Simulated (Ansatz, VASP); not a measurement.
# HfC in VASP and in Ansatz

File INCAR:

```
PREC = Accurate
ENCUT = 520
EDIFF = 1E-6
ISMEAR = -1
SIGMA = 0.05
LREAL = F
LASPH = T
NELM = 60
ALGO = Normal
ISIF = 2
LWAVE = F
LCHARG = F
GGA = PS
NBANDS = 14
```

Contents of KPOINTS:

```
Automatic mesh
0
Gamma
  8 8 8
```

File POSCAR:

```
HfC
1.0
    0.0000000000      2.3250000000      2.3250000000
    2.3250000000      0.0000000000      2.3250000000
    2.3250000000      2.3250000000      0.0000000000
Hf C
1 1
Direct
    0.5000000000      0.5000000000      0.5000000000
    0.0000000000      0.0000000000      0.0000000000
```

The input input.yaml:

```yaml
crystal:
  lattice:
    - [0.0, 2.325, 2.325]
    - [2.325, 0.0, 2.325]
    - [2.325, 2.325, 0.0]
  atoms:
    - { symbol: Hf, position: [0.5, 0.5, 0.5] }
    - { symbol: C, position: [0.0, 0.0, 0.0] }
kpoints:
  mp_grid: { grid: [8, 8, 8] }
scf:
  occupations: { method: fermi_dirac, width: 0.05 }
hamiltonian:
  xc: pbesol
  pseudopotentials: { kind: all_electron, datasets: crystal }
output:
  forces: true
  stress: true
  eigenvalues: true
```

Alike in both runs: task single point; functional PBEsol; k mesh 8 × 8 × 8; occupations fermi-dirac, width 0.05 eV; no spin polarisation.

```csv
,VASP,Ansatz
version,VASP 6.6.1,Ansatz 0.2.0
potentials or method,"VASP PAW PBE potentials, release 64 (Hf_pv, C), cutoff 520 eV",all-electron PAW datasets made for the crystal
```

Ansatz gave:

* gap on the k mesh at the Fermi level (eV): none
* pressure (GPa): -6.5

Q: Which values does VASP return?

A: gap on the k mesh at the Fermi level (eV): none; pressure (GPa): -7.0.

VASP's potentials were made for PBE, not for PBEsol. A gap of «none» marks a metal or a gap that the smearing closes. Ansatz ran all-electron here, and VASP with PAW potentials.

Spin-orbit coupling is off throughout. Noted on Ansatz's run: the k mesh is thin for a metal, which can move the energy by tens of meV per atom.
